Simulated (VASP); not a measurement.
# Al (R-3m) in VASP: further runs

Al is run at these levels: PBEsol; tasks: single point.

Program: VASP 6.6.1. These are calculated values, not measurements. Logs are shortened: lines on timing, memory, paths and dates and some standing lists are left out, and cuts for length are marked.

## 1. The cell of the first run

It takes space group R-3m (No. 166, trigonal). Conventional cell: a = 4.797 Å, b = 4.797 Å, c = 2.497 Å, α = 90.00°, β = 90.00°, γ = 120.00°. Al (site symmetry -3m) has 14 Al at 2.50 to 3.23 Å within 3.3 Å.

## 2. Single point, PBEsol

Contents of INCAR:

```
SYSTEM = Al
  PREC = Accurate
  ENCUT = 520
  EDIFF = 1E-6
  ISMEAR = 0
  SIGMA = 0.15
  LREAL = .FALSE.
  LASPH = .TRUE.
  NELM = 60
  ALGO = Fast
  ISIF = 2
  LWAVE = .FALSE.
  LCHARG = .TRUE.
  GGA = PS
  LELF = .TRUE.
  LVHAR = .TRUE.
  NBANDS = 8
```

Contents of KPOINTS:

```
Automatic mesh
0
G
  28 28 28
  0 0 0
```

Contents of POSCAR:

```
Al
1.0
   -1.7806581999      1.6110717047      1.6110717047
    1.6110717047     -1.7806581999      1.6110717047
    1.6110717047      1.6110717047     -1.7806581999
Al
1
Direct
    0.0000000000      0.0000000000      0.0000000000
```

Potentials or basis: VASP PAW PBE potentials, release 64 (Al).

The run is started by

```
$ cat potpaw_PBE.64/Al/POTCAR > POTCAR
$ mpirun -np 1 vasp_std > vasp.out
```

OUTCAR:

```text
SYSTEM = Al
   PREC = Accurate
   ENCUT = 520
   EDIFF = 1E-6
   ISMEAR = 0
   LREAL = .FALSE.
   LASPH = .TRUE.
   NELM = 60
   ISIF = 2
   GGA = PS

 ion  position               nearest neighbor table
   1  0.000  0.000  0.000-

  LATTYP: Found a trigonal (rhomboedric) cell.
 ALAT       =     2.8916859616
 COS(alpha) =    -0.3757523646

  Lattice vectors:

 A1 = (  -1.7806581999,   1.6110717047,   1.6110717047)
 A2 = (   1.6110717047,  -1.7806581999,   1.6110717047)
 A3 = (   1.6110717047,   1.6110717047,  -1.7806581999)

Analysis of symmetry for initial positions (statically):
=====================================================================
 Subroutine PRICEL returns:
 Original cell was already a primitive cell.

 Routine SETGRP: Setting up the symmetry group for a
 trigonal (rhombohedral) supercell.

 Subroutine GETGRP returns: Found 12 space group operations
 (whereof 12 operations were pure point group operations)
 out of a pool of 12 trial point group operations.

The static configuration has the point symmetry D_3d.

Analysis of symmetry for dynamics (positions and initial velocities):
=====================================================================
 Subroutine PRICEL returns:
 Original cell was already a primitive cell.

 Routine SETGRP: Setting up the symmetry group for a
 trigonal (rhombohedral) supercell.

 Subroutine GETGRP returns: Found 12 space group operations
 (whereof 12 operations were pure point group operations)
 out of a pool of 12 trial point group operations.

The dynamic configuration has the point symmetry D_3d.

 Subroutine INISYM returns: Found 12 space group operations
 (whereof 12 operations are pure point group operations),
 and found     1 'primitive' translations

----------------------------------------------------------------------------------------

                                     Primitive cell

  volume of cell :      16.5826

  direct lattice vectors                    reciprocal lattice vectors
    -1.780658200  1.611071705  1.611071705     0.034686447  0.329521244  0.329521244
     1.611071705 -1.780658200  1.611071705     0.329521244  0.034686447  0.329521244
     1.611071705  1.611071705 -1.780658200     0.329521244  0.329521244  0.034686447

  length of vectors
     2.891685962  2.891685962  2.891685962     0.467302526  0.467302526  0.467302526

  position of ions in fractional coordinates (direct lattice)
     0.000000000  0.000000000  0.000000000

  ion indices of the primitive-cell ions
   primitive index   ion index
                 1           1

----------------------------------------------------------------------------------------

 KPOINTS: Automatic mesh

Automatic generation of k-mesh.
 Grid dimensions read from file:
 generate k-points for:   28   28   28

 Generating k-lattice:

  Cartesian coordinates                     Fractional coordinates (reciprocal lattice)
     0.001238802  0.011768616  0.011768616     0.035714286  0.000000000  0.000000000
     0.011768616  0.001238802  0.011768616     0.000000000  0.035714286  0.000000000
     0.011768616  0.011768616  0.001238802     0.000000000  0.000000000  0.035714286

  Length of vectors
     0.016689376  0.016689376  0.016689376

  Shift w.r.t. Gamma in fractional coordinates (k-lattice)
     0.000000000  0.000000000  0.000000000

 Subroutine IBZKPT returns following result:
 ===========================================

 Found   2045 irreducible k-points:

 Following reciprocal coordinates:
            Coordinates               Weight
  0.000000  0.000000  0.000000      1.000000
  0.035714  0.000000  0.000000      6.000000
  0.071429  0.000000  0.000000      6.000000
  0.107143 -0.000000  0.000000      6.000000
  0.142857  0.000000  0.000000      6.000000
  0.178571 -0.000000  0.000000      6.000000
[... 16 lines left out ...]
  0.285714  0.035714  0.000000     12.000000
  0.321429  0.035714  0.000000     12.000000
 [... further k-points ...]
   k-points           NKPTS =   2045   k-points in BZ     NKDIM =   2045   number of bands    NBANDS=      8
   number of dos      NEDOS =    301   number of ions     NIONS =      1
   total plane-waves  NPLWV =  13824
   dimension x,y,z NGX =    24 NGY =   24 NGZ =   24
   dimension x,y,z NGXF=    48 NGYF=   48 NGZF=   48
   ions per type =               1
   NGX,Y,Z   is equivalent  to a cutoff of  13.80, 13.80, 13.80 a.u.
   NGXF,Y,Z  is equivalent  to a cutoff of  27.60, 27.60, 27.60 a.u.
 SYSTEM =  Al
   PREC   = accura    normal or accurate (medium, high low for compatibility)
   ISTART =      0    job   : 0-new  1-cont  2-samecut
   ICHARG =      2    charge: 1-file 2-atom 10-const
   ISPIN  =      1    spin polarized calculation?
   LNONCOLLINEAR =      F non collinear calculations
   LSORBIT =      F    spin-orbit coupling
   LASPH  =      T    aspherical Exc in radial PAW
   ENCUT  =  520.0 eV  38.22 Ry    6.18 a.u.   5.38  5.38  5.38*2*pi/ulx,y,z
   NELM   =     60;   NELMIN=  2; NELMDL= -5     # of ELM steps
   EDIFF  = 0.1E-05   stopping-criterion for ELM
   LREAL  =      F    real-space projection
   EDIFFG = 0.1E-04   stopping-criterion for IOM
   NSW    =      0    number of steps for IOM
   IBRION =     -1    ionic relax: 0-MD 1-quasi-New 2-CG
   NFREE  =      0    steps in history (QN), initial steepest desc. (CG)
   ISIF   =      2    stress and relaxation
   ISYM   =      2    0-nonsym 1-usesym 2-fastsym
   POTIM  = 0.5000    time-step for ionic-motion
   TEBEG  =    0.0;   TEEND  =   0.0 temperature during run
   PSTRESS=    0.0 pullay stress
   NELECT =       3.0000    total number of electrons
   NUPDOWN=      -1.0000    fix difference up-down
   EMIN   =  10.00;   EMAX   =-10.00  energy-range for DOS
   EFERMI =   0.00;   METHOD = LEGACY
   ISMEAR =     0;   SIGMA  =   0.15  broadening in eV -4-tet -1-fermi 0-gaus
   EFERMI_NEDOS =   21; number of points for ismear=-14 and -15
   IALGO  =     68    algorithm
   IMIX   =      4    mixing-type and parameters
     AMIX     =   0.40;   BMIX     =  1.00
     AMIX_MAG =   1.60;   BMIX_MAG =  1.00
  volume/ion in A,a.u.               =      16.58       111.90
  Fermi-wavevector in a.u.,A,eV,Ry     =   0.925901  1.749698 11.664164  0.857292
  Thomas-Fermi vector in A             =   2.051805
   LORBIT       =      0    0 simple, 1 ext, 2 COOP (PROOUT), +10 PAW based schemes
   GGA     = PS    functional components
   LHFCALC =     F    Hartree Fock is set to
   AEXX    =    0.0000 exact exchange contribution
   IVDW    =     0    specifies the selected vdW correction
   LEPSILON=     F    determine dielectric tensor
   LRPA    =     F    only Hartree local field effects (RPA)
 non-spin polarized calculation
 RMM-DIIS sequential band-by-band and
 Gauss-broadening in eV      SIGMA  =   0.15
  energy-cutoff  :      520.00
  volume of cell :       16.58
 maximum number of plane-waves:       462
 NGX is ok and might be reduce to    24
   NGX = 11   NGY = 11   NGZ = 11

 number of electron       3.0000000 magnetization

 Free energy of the ion-electron system (eV)
  ---------------------------------------------------
  ext. energy  EPLUGINS =         0.00000000
  ---------------------------------------------------
  free energy    TOTEN  =        -3.88729066 eV

  energy without entropy =       -3.88278417  energy(sigma->0) =       -3.88503741

 E-fermi :   7.8514     XC(G=0): -10.2277

 val. band max:        7.8508820776   @ k =  -0.2857   0.4643   0.2857
 cond. band min:       7.8613869634   @ k =   0.5000   0.1429   0.0000
 fundamental gap:      0.0105048859
 Fermi energy:         7.8514020324

 k-point     1 :       0.0000    0.0000    0.0000
  band No.  band energies     occupation
      1      -3.2079      2.00000
      2      19.5166      0.00000
      3      19.9807      0.00000
      4      19.9807      0.00000
      5      20.1575      0.00000
      6      20.1575      0.00000
      7      24.0603      0.00000
      8      25.9102      0.00000

 k-point     2 :       0.0357    0.0000    0.0000
  band No.  band energies     occupation
      1      -3.1667      2.00000
      2      19.1017      0.00000
      3      19.6103      0.00000
      4      19.8532      0.00000
      5      20.4437      0.00000
      6      20.6638      0.00000
      7      24.2273      0.00000
      8      25.4267      0.00000

 k-point     3 :       0.0714    0.0000    0.0000
  band No.  band energies     occupation
      1      -3.0432      2.00000
      2      18.4591      0.00000
      3      19.1104      0.00000
      4      19.6784      0.00000
      5      20.7290      0.00000
      6      21.3240      0.00000
      7      24.0110      0.00000
      8      24.5402      0.00000

 k-point     4 :       0.1071   -0.0000    0.0000
  band No.  band energies     occupation
      1      -2.8376      2.00000
      2      17.8040      0.00000
      3      18.5938      0.00000
      4      19.2864      0.00000
      5      20.9720      0.00000
      6      21.9396      0.00000
      7      22.6889      0.00000
      8      23.9954      0.00000

 k-point     5 :       0.1429    0.0000    0.0000
  band No.  band energies     occupation
      1      -2.5503      2.00000
      2      17.1150      0.00000
      3      18.0957      0.00000
      4      18.5648      0.00000
      5      21.1707      0.00000
      6      21.7050      0.00000
      7      22.4898      0.00000
      8      23.1755      0.00000
[... 177 lines left out ...]
 k-point    22 :       0.2500    0.0357   -0.0000
  band No.  band energies     occupation
      1      -0.8242      2.00000
      2      12.9812      0.00000
      3      16.4472      0.00000
      4      17.5960      0.00000
      5      18.9221      0.00000
      6      19.6502      0.00000
      7      22.8152      0.00000
      8      24.4084      0.00000

 k-point    23 :       0.2857    0.0357    0.0000
  band No.  band energies     occupation
      1      -0.1718      2.00000
      2      11.5602      0.00000
      3      16.0593      0.00000
      4      17.2593      0.00000
      5      18.4243      0.00000
      6      19.3186      0.00000
      7      23.3027      0.00000
      8      25.0914      0.00000

 k-point    24 :       0.3214    0.0357    0.0000
  band No.  band energies     occupation
      1       0.5562      2.00000
      2      10.1747      0.00000
      3      15.7271      0.00000
      4      16.9345      0.00000
      5      18.0402      0.00000
      6      19.0427      0.00000
      7      23.8705      0.00000
      8      25.8275      0.00000

 [... further k-points ...]

------------------------ aborting loop because EDIFF is reached ----------------------------------------

  FORCE on cell =-STRESS in cart. coord.  units (eV):
  Direction    XX          YY          ZZ          XY          YZ          ZX
  --------------------------------------------------------------------------------------
  -------------------------------------------------------------------------------------
  Total        0.3731968      0.3731968      0.3731968      0.7718155      0.7718155      0.7718155
  in kB       36.0575125     36.0575125     36.0575125     74.5712448     74.5712448     74.5712448
  external PRESSURE =      36.0575125 kB  Pullay stress =       0.0000000 kB

 VOLUME and BASIS-vectors are now :
 -----------------------------------------------------------------------------
  energy-cutoff  :      520.00
  volume of cell :       16.58
      direct lattice vectors                 reciprocal lattice vectors
    -1.780658200  1.611071705  1.611071705     0.034686447  0.329521244  0.329521244
     1.611071705 -1.780658200  1.611071705     0.329521244  0.034686447  0.329521244
     1.611071705  1.611071705 -1.780658200     0.329521244  0.329521244  0.034686447

 POSITION                                       TOTAL-FORCE (eV/Angst)
 -----------------------------------------------------------------------------------
      0.00000      0.00000      0.00000         0.000000      0.000000      0.000000
 -----------------------------------------------------------------------------------
    total drift:                                0.000000      0.000000      0.000000

  FREE ENERGIE OF THE ION-ELECTRON SYSTEM (eV)
  ---------------------------------------------------
  free  energy   TOTEN  =        -3.8872906550 eV

  energy  without entropy=       -3.8827841718  energy(sigma->0) =       -3.88503741
```

Wall time 1.7 min (1 thread of Intel Xeon Platinum 8488C (Sapphire Rapids), shared host); peak memory 0.33 GiB.

What came out:

```
Free energy            : -3.8873 eV
Pressure               : 3.6 GPa
Band gap on the k mesh : zero (an odd number of electrons rules out a gap without spin polarisation)
```

Levels at points of the mesh, in eV from the Fermi level:
| k point | band 1 | band 2 | band 3 | band 4 |
| --- | --- | --- | --- | --- |
| (0.00, 0.00, 0.00) | -11.06 | 11.67 | 12.13 | 12.13 |
| (0.50, 0.00, 0.00) | -3.71 | -2.65 | 7.37 | 8.14 |
| (0.50, 0.50, 0.00) | -4.82 | -4.70 | 6.80 | 7.33 |
| (0.50, 0.50, 0.50) | 0.98 | 2.61 | 2.61 | 3.16 |

Caveat: the cell stands under pressure; the PAW data sets were made with another functional, which shifts forces and pressure a little.

(Part 1 of 2 ends here.)
